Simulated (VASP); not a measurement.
# Si6Ge in VASP: single point with PBEsol

Aim: the single point of Si6Ge with PBEsol.

Everything below comes from runs of VASP 6.6.1. Logs are shortened: lines on timing, memory, paths and dates and some standing lists are left out, and cuts for length are marked.

## Step 1: The cell of the first run

The cell holds a slab with vacuum, 7 atoms: a = 3.842 Å, b = 3.842 Å, c = 25.791 Å, α = 90.00°, β = 90.00°, γ = 90.00°.

## Step 2: Single point, PBEsol, collinear spin

Input file INCAR:

```
PREC     = Accurate       # precision mode
ENCUT    = 520            # plane-wave cutoff, eV
EDIFF    = 1E-6           # SCF threshold, eV
ISMEAR   = 0              # smearing method
SIGMA    = 0.05           # smearing width, eV
LREAL    = F              # projectors in reciprocal space
LASPH    = T              # aspherical terms in the spheres
NELM     = 150            # most SCF steps
ALGO     = Normal         # electronic algorithm
ISIF     = 2              # what is computed and relaxed
LWAVE    = F              # write WAVECAR
LCHARG   = T              # write CHGCAR
ISPIN    = 2              # spin polarisation
MAGMOM   = 0 0 0 0 0 0 2  # initial moments
LORBIT   = 11             # projections on sites
LDIPOL   = T            
IDIPOL   = 3            
DIPOL    = 0.5 0.5 0.488
GGA      = PS             # functional
LELF     = T              # ELF
LVHAR    = T            
LVACPOTAV= T            
NBANDS   = 32             # bands
```

Input file KPOINTS:

```
Automatic mesh
0
Gamma
  8 8 1
```

Input file POSCAR:

```
Si6Ge
1.0
    3.8417168269      0.0000000000      0.0000000000
    0.0000000000      3.8417168269      0.0000000000
    0.0000000000      0.0000000000     25.7912600493
Si Ge
6 1
Direct
    0.0000000000      0.5000000000      0.3295690084
    0.0000000000      0.0000000000      0.3822322752
    0.5000000000      0.0000000000      0.4348955421
    0.5000000000      0.5000000000      0.4873583366
    0.0000000000      0.5000000000      0.5400019143
    0.0000000000      0.0000000000      0.5919996367
    0.5000000000      0.0000000000      0.6473625678
```

Potentials or basis: VASP PAW PBE potentials, release 64 (Si, Ge_d).

Command:

```sh
$ cat potpaw_PBE.64/Si/POTCAR potpaw_PBE.64/Ge_d/POTCAR > POTCAR
$ mpirun -np 1 vasp_std > vasp.out
```

OUTCAR:

```text
PREC = Accurate
   ENCUT = 520
   EDIFF = 1E-6
   ISMEAR = 0
   LREAL = F
   LASPH = T
   NELM = 150
   ISIF = 2
   ISPIN = 2
   LORBIT = 11
   GGA = PS

 ion  position               nearest neighbor table
   1  0.000  0.500  0.330-   2 2.35   2 2.35
   2  0.000  0.000  0.382-   1 2.35   1 2.35   3 2.35   3 2.35
   3  0.500  0.000  0.435-   4 2.35   4 2.35   2 2.35   2 2.35
   4  0.500  0.500  0.487-   3 2.35   3 2.35   5 2.35   5 2.35
   5  0.000  0.500  0.540-   6 2.34   6 2.34   4 2.35   4 2.35
   6  0.000  0.000  0.592-   5 2.34   5 2.34   7 2.39   7 2.39
   7  0.500  0.000  0.647-   6 2.39   6 2.39

  LATTYP: Found a simple tetragonal cell.
 ALAT       =     3.8417168269
 C/A-ratio  =     6.7134724425

  Lattice vectors:

 A1 = (   3.8417168269,   0.0000000000,   0.0000000000)
 A2 = (   0.0000000000,   3.8417168269,   0.0000000000)
 A3 = (   0.0000000000,   0.0000000000,  25.7912600493)

Analysis of symmetry for initial positions (statically):
=====================================================================
 Subroutine PRICEL returns:
 Original cell was already a primitive cell.

 Routine SETGRP: Setting up the symmetry group for a
 simple tetragonal supercell.

 Subroutine GETGRP returns: Found  4 space group operations
 (whereof  4 operations were pure point group operations)
 out of a pool of 16 trial point group operations.

The static configuration has the point symmetry C_2v.

Analysis of symmetry for dynamics (positions and initial velocities):
=====================================================================
 Subroutine PRICEL returns:
 Original cell was already a primitive cell.

 Routine SETGRP: Setting up the symmetry group for a
 simple tetragonal supercell.

 Subroutine GETGRP returns: Found  4 space group operations
 (whereof  4 operations were pure point group operations)
 out of a pool of 16 trial point group operations.

The dynamic configuration has the point symmetry C_2v.

Analysis of structural, dynamic, and magnetic symmetry:
=====================================================================
 Subroutine PRICEL returns:
 Original cell was already a primitive cell.

 Routine SETGRP: Setting up the symmetry group for a
 simple tetragonal supercell.

 Subroutine GETGRP returns: Found  4 space group operations
 (whereof  4 operations were pure point group operations)
 out of a pool of 16 trial point group operations.

The overall configuration has the point symmetry C_2v.

 Subroutine INISYM returns: Found  4 space group operations
 (whereof  4 operations are pure point group operations),
 and found     1 'primitive' translations

----------------------------------------------------------------------------------------

                                     Primitive cell

  volume of cell :     380.6477

  direct lattice vectors                    reciprocal lattice vectors
     3.841716827  0.000000000  0.000000000     0.260300289  0.000000000  0.000000000
     0.000000000  3.841716827  0.000000000     0.000000000  0.260300289  0.000000000
     0.000000000  0.000000000 25.791260049     0.000000000  0.000000000  0.038772825

  length of vectors
     3.841716827  3.841716827 25.791260049     0.260300289  0.260300289  0.038772825

  position of ions in fractional coordinates (direct lattice)
     0.000000000  0.500000000  0.329569008
     0.000000000  0.000000000  0.382232275
     0.500000000  0.000000000  0.434895542
     0.500000000  0.500000000  0.487358337
     0.000000000  0.500000000  0.540001914
     0.000000000  0.000000000  0.591999637
     0.500000000  0.000000000  0.647362568

  ion indices of the primitive-cell ions
   primitive index   ion index
                 1           1
                 2           2
                 3           3
                 4           4
                 5           5
                 6           6
                 7           7

----------------------------------------------------------------------------------------

 KPOINTS: Automatic mesh

[... 52 lines left out ...]
   dimension x,y,z NGXF=    60 NGYF=   60 NGZF=  384
   ions per type =               6   1
   NGX,Y,Z   is equivalent  to a cutoff of  12.98, 12.98, 12.38 a.u.
   NGXF,Y,Z  is equivalent  to a cutoff of  25.96, 25.96, 24.75 a.u.
 SYSTEM =  unknown system
   PREC   = accura    normal or accurate (medium, high low for compatibility)
   ISTART =      0    job   : 0-new  1-cont  2-samecut
   ICHARG =      2    charge: 1-file 2-atom 10-const
   ISPIN  =      2    spin polarized calculation?
   LNONCOLLINEAR =      F non collinear calculations
   LSORBIT =      F    spin-orbit coupling
   LASPH  =      T    aspherical Exc in radial PAW
   ENCUT  =  520.0 eV  38.22 Ry    6.18 a.u.   7.14  7.14 47.95*2*pi/ulx,y,z
   NELM   =    150;   NELMIN=  2; NELMDL= -5     # of ELM steps
   EDIFF  = 0.1E-05   stopping-criterion for ELM
   LREAL  =      F    real-space projection
   EDIFFG = 0.1E-04   stopping-criterion for IOM
   NSW    =      0    number of steps for IOM
   IBRION =     -1    ionic relax: 0-MD 1-quasi-New 2-CG
   NFREE  =      0    steps in history (QN), initial steepest desc. (CG)
   ISIF   =      2    stress and relaxation
   ISYM   =      2    0-nonsym 1-usesym 2-fastsym
   POTIM  = 0.5000    time-step for ionic-motion
   TEBEG  =    0.0;   TEEND  =   0.0 temperature during run
   PSTRESS=    0.0 pullay stress
   NELECT =      38.0000    total number of electrons
   NUPDOWN=      -1.0000    fix difference up-down
   EMIN   =  10.00;   EMAX   =-10.00  energy-range for DOS
   EFERMI =   0.00;   METHOD = LEGACY
   ISMEAR =     0;   SIGMA  =   0.05  broadening in eV -4-tet -1-fermi 0-gaus
   EFERMI_NEDOS =   21; number of points for ismear=-14 and -15
   IALGO  =     38    algorithm
   IMIX   =      4    mixing-type and parameters
     AMIX     =   0.40;   BMIX     =  1.00
     AMIX_MAG =   1.60;   BMIX_MAG =  1.00
  volume/ion in A,a.u.               =      54.38       366.96
  Fermi-wavevector in a.u.,A,eV,Ry     =   0.759443  1.435138  7.847201  0.576753
  Thomas-Fermi vector in A             =   1.858238
   LORBIT       =     11    0 simple, 1 ext, 2 COOP (PROOUT), +10 PAW based schemes
   GGA     = PS    functional components
   LHFCALC =     F    Hartree Fock is set to
   AEXX    =    0.0000 exact exchange contribution
   IVDW    =     0    specifies the selected vdW correction
   LEPSILON=     F    determine dielectric tensor
   LRPA    =     F    only Hartree local field effects (RPA)
 spin polarized calculation
 Gauss-broadening in eV      SIGMA  =   0.05
  energy-cutoff  :      520.00
  volume of cell :      380.65
 maximum number of plane-waves:     10280
 NGX is ok and might be reduce to    30
   NGX = 15   NGY = 15   NGZ = 95

 dipolmoment           0.000000      0.000000      0.085289 electrons x Angstroem

 number of electron      38.0000003 magnetization       0.0845926

 dipolmoment           0.000000      0.000000     -0.006991 electrons x Angstroem

 Free energy of the ion-electron system (eV)
  ---------------------------------------------------
  ext. energy  EPLUGINS =         0.00000000
  ---------------------------------------------------
  free energy    TOTEN  =       -35.66622571 eV

  energy without entropy =      -35.65889127  energy(sigma->0) =      -35.66255849

 E-fermi :  -1.2584     XC(G=0):  -4.2918

 val. band max:       -1.2663720264   @ k =   0.0000   0.5000   0.0000
 cond. band min:      -1.2539222630   @ k =   0.1250   0.1250   0.0000
 fundamental gap:      0.0124497635
 Fermi energy:        -1.2583694191

 spin component 1

 k-point     1 :       0.0000    0.0000    0.0000
  band No.  band energies     occupation
      1     -25.1765      1.00000
      2     -25.1373      1.00000
      3     -25.1177      1.00000
      4     -25.0550      1.00000
      5     -25.0369      1.00000
      6     -12.8000      1.00000
[... 805 lines left out ...]
     30       5.0548      0.00000
     31       5.9088      0.00000

 [... further k-points ...]

 spin component 2

 k-point     1 :       0.0000    0.0000    0.0000
  band No.  band energies     occupation
      1     -25.1754      1.00000
      2     -25.1365      1.00000
      3     -25.1167      1.00000
      4     -25.0548      1.00000
      5     -25.0366      1.00000
      6     -12.7939      1.00000
[... 805 lines left out ...]
     30       5.0630      0.00000
     31       5.9283      0.00000

 [... further k-points ...]

 [bands above 31 left out]

------------------------ aborting loop because EDIFF is reached ----------------------------------------

  FORCE on cell =-STRESS in cart. coord.  units (eV):
  Direction    XX          YY          ZZ          XY          YZ          ZX
  --------------------------------------------------------------------------------------
  -------------------------------------------------------------------------------------
  Total       -1.1843819     -1.8605086     -0.2254241      0.0000000      0.0000000      0.0000000
  in kB       -4.9851600     -7.8310319     -0.9488285      0.0000000      0.0000000      0.0000000
  external PRESSURE =      -4.5883401 kB  Pullay stress =       0.0000000 kB

 VOLUME and BASIS-vectors are now :
 -----------------------------------------------------------------------------
  energy-cutoff  :      520.00
  volume of cell :      380.65
      direct lattice vectors                 reciprocal lattice vectors
     3.841716827  0.000000000  0.000000000     0.260300289  0.000000000  0.000000000
     0.000000000  3.841716827  0.000000000     0.000000000  0.260300289  0.000000000
     0.000000000  0.000000000 25.791260049     0.000000000  0.000000000  0.038772825

 POSITION                                       TOTAL-FORCE (eV/Angst)
 -----------------------------------------------------------------------------------
      0.00000      1.92086      8.50000         0.000000      0.000000      0.156417
      0.00000      0.00000      9.85825         0.000000      0.000000     -0.121815
      1.92086      0.00000     11.21650         0.000000      0.000000     -0.044442
      1.92086      1.92086     12.56959         0.000000      0.000000      0.000761
      0.00000      1.92086     13.92733         0.000000      0.000000     -0.003598
      0.00000      0.00000     15.26842         0.000000      0.000000      0.012949
      1.92086      0.00000     16.69630         0.000000      0.000000     -0.000272
 -----------------------------------------------------------------------------------
    total drift:                                0.000000     -0.000000     -0.000193

  FREE ENERGIE OF THE ION-ELECTRON SYSTEM (eV)
  ---------------------------------------------------
  free  energy   TOTEN  =       -35.6662257093 eV

  energy  without entropy=      -35.6588912710  energy(sigma->0) =      -35.66255849

 vacuum level on the upper side and lower side of the slab         3.947         4.036

 total charge

# of ion       s       p       d       tot
------------------------------------------
    1        0.859   0.720   0.000   1.579
    2        0.764   0.920   0.000   1.684
    3        0.766   0.908   0.000   1.674
    4        0.766   0.919   0.000   1.685
    5        0.765   0.910   0.000   1.675
    6        0.769   0.914   0.000   1.683
    7        1.236   1.005   9.996  12.237
--------------------------------------------------
tot          5.925   6.296   9.996  22.217

 magnetization (x)

# of ion       s       p       d       tot
------------------------------------------
    1        0.003   0.014   0.000   0.018
    2        0.001   0.004   0.000   0.005
    3        0.000   0.003   0.000   0.003
    4       -0.000   0.002   0.000   0.002
    5        0.000   0.001   0.000   0.001
    6        0.000   0.000   0.000   0.000
    7        0.000   0.003   0.000   0.003
--------------------------------------------------
tot          0.005   0.027   0.000   0.032
```

Run time: 36 min. Hardware: 1 thread of Oxide Virtual Turin-like, shared host; peak memory 0.8 GiB.

What came out:

```
Free energy                                           : -35.6662 eV
Largest force                                         : 0.156 eV/Å
Net moment                                            : 0.08 μB per cell
Valence electrons inside the program's atomic spheres : Si 1.58, 1.68, 1.67, 1.69 (each value once); Ge 12.24
```

Forces in eV/Å, atoms in the order of the input:
```
Si   0.000  0.000  0.156
Si   0.000  0.000 -0.122
Si   0.000  0.000 -0.044
Si   0.000  0.000  0.001
Si   0.000  0.000 -0.004
Si   0.000  0.000  0.013
Ge   0.000  0.000  0.000
```

Levels at points of the mesh, in eV from the Fermi level:
Spin up:
```
           k point  band 15  band 16  band 17  band 18  band 19  band 20  band 21  band 22  band 23  band 24
(0.00, 0.00, 0.00)    -1.46    -0.64    -0.48    -0.27     0.36     1.01     1.10     2.05     2.10     2.11
(0.50, 0.00, 0.00)    -1.17    -1.09    -1.08    -0.83    -0.02     0.02     2.39     2.50     2.74     2.75
(0.00, 0.50, 0.00)    -1.15    -1.10    -1.06    -0.39    -0.08    -0.01     2.38     2.45     2.52     2.93
(0.50, 0.50, 0.00)    -3.25    -3.23    -2.67    -0.82    -0.80    -0.72    -0.32     1.89     2.14     2.23
```
Spin down:
```csv
k point,band 17,band 18,band 19,band 20,band 21,band 22
"(0.00, 0.00, 0.00)",-0.47,-0.27,0.38,1.02,1.11,2.06
"(0.50, 0.00, 0.00)",-1.08,-0.81,0.03,0.04,2.40,2.51
"(0.00, 0.50, 0.00)",-1.01,-0.39,-0.08,0.02,2.39,2.48
"(0.50, 0.50, 0.00)",-2.66,-0.80,-0.80,-0.66,-0.30,1.90
```

Caveat: the PAW data sets were made with another functional, which shifts forces and pressure a little.
